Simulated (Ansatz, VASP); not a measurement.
# Mg2As: VASP beside Ansatz

```xyz
3
Lattice="5.0439 0.0000 0.0000 -2.5219 4.3681 0.0000 0.0000 0.0000 2.8654" Properties=species:S:1:pos:R:3 pbc="T T T"
Mg    0.0000    2.9121    1.4327
Mg    2.5219    1.4560    1.4327
As    0.0000    0.0000    0.0000
```

Alike in both runs: functional PBE; k mesh 6 × 6 × 6; occupations gaussian, width 0.1 eV; no spin polarisation.

Ansatz relaxed the structure, and its values are those at the end. VASP's run is a single point on that final structure, the one shown.

|  | VASP | Ansatz |
| --- | --- | --- |
| version | VASP 6.6.1 | Ansatz 0.2.0 |
| potentials or method | VASP PAW PBE potentials, release 64 (Mg, As), cutoff 520 eV | scalar-relativistic, plane waves, PAW |
| valence electrons in the cell | 9 | 35 |

```tsv
	VASP	Ansatz	Ansatz less VASP
gap on the k mesh at the Fermi level (eV)	none	none	-
pressure (GPa)	-0.1	-0.1	+0.06
```

A gap of «none» marks a metal or a gap that the smearing closes. The functional is the same, so the differences come from potentials, cutoffs and numerics. VASP's potentials hold 9 valence electrons a cell and Ansatz's 35, so a difference there can come from the potentials and not from the codes.

The k mesh is coarse, so the values compare programs but aren't converged.
